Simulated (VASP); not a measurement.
Crystal: WC (Qusongite).

```
W C
1.0
     2.90650    0.00000    0.00000
    -1.45325    2.51710    0.00000
     0.00000    0.00000    2.83660
W C
1 1
Cartesian
  0.0000 0.0000 0.0000
  1.4533 0.8390 1.4183
```

```yaml
Program: VASP 6.6.1
Task: relaxation of cell and atoms
Functional: BLYP
Dispersion: D4
Potentials_or_basis: VASP PAW PBE potentials, release 64 (W_sv, C)
Cutoff: 600 eV
k_mesh: 10 × 10 × 9
Occupations: fermi-dirac, width 0.05 eV
Spin: no spin polarisation
```

At the start: pressure 6.8 GPa; volume 10.38 Å³/atom.

How do energy, volume and symmetry change on relaxing?

Over 6 steps the energy falls by 3.9 meV/atom and the volume is 10.56 Å³/atom (+1.8 %); space group P-6m2 (No. 187, to 0.05 Å).

Step by step:
```
step  energy change (eV)  largest force (eV/Å)  pressure (GPa)  volume (Å³)
   1              0.0000                0.0000            6.81        20.75
   2              0.0431                0.0000          -15.79        22.11
   3             -0.0076                0.0000           -0.15        21.12
   4             -0.0076                0.0000           -0.01        21.11
   5             -0.0077                0.0000            0.04        21.12
   6             -0.0077                0.0000            0.00        21.12
```

Final structure:
```xyz
2
Lattice="2.9255 0.0000 0.0000 -1.4627 2.5336 0.0000 0.0000 0.0000 2.8490" Properties=species:S:1:pos:R:3 pbc="T T T"
W     0.0000    0.0000    0.0000
C     1.4627    0.8445    1.4245
```

Caveat: the PAW data sets were made with another functional, which shifts forces and pressure a little; pairwise dispersion overbinds metals, which lowers pressure and volume.
